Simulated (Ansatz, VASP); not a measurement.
Al4As4H: VASP beside Ansatz

```
CELL_PARAMETERS angstrom
0.00000 5.72791 0.00000
0.00000 0.00000 -5.72791
-5.72791 0.00000 0.00000
ATOMIC_POSITIONS crystal
Al 0.50000 0.00000 0.50000
Al 0.00000 0.00000 0.00000
Al 0.50000 0.50000 0.00000
Al 0.00000 0.50000 0.50000
As 0.75000 0.75000 0.75000
As 0.25000 0.75000 0.25000
As 0.75000 0.25000 0.25000
As 0.25000 0.25000 0.75000
H 0.25000 0.75000 0.75000
```

Alike in both runs: task relaxation of the atoms; functional PBE; k mesh 3 × 3 × 3; occupations gaussian, width 0.01 eV; collinear spin.

```csv
,VASP,Ansatz
version,VASP 6.6.1,Ansatz 0.2.0
potentials or method,"VASP PAW PBE potentials, release 64 (Al, As, H), cutoff 520 eV","scalar-relativistic, plane waves, PAW"
valence electrons in the cell,33,73
```

VASP gave:

| Quantity | Value |
| --- | --- |
| gap on the k mesh at the Fermi level, each at its own relaxed structure (eV) | none |
| net moment per atom (μB) | 0.09 |
| size of the moment on the site where the two differ most (μB) | 0.19 |

Q: What did Ansatz give for the same quantities?

A: gap on the k mesh at the Fermi level, each at its own relaxed structure (eV): none; net moment per atom (μB): 0.11; size of the moment on the site where the two differ most (μB): 0.43.

Site moments also hang on the region over which each program counts them. A gap of «none» marks a metal or a gap that the smearing closes. VASP's potentials hold 33 valence electrons a cell and Ansatz's 73, so a difference there can come from the potentials and not from the codes.

The k mesh is coarse, so the values compare programs but aren't converged.
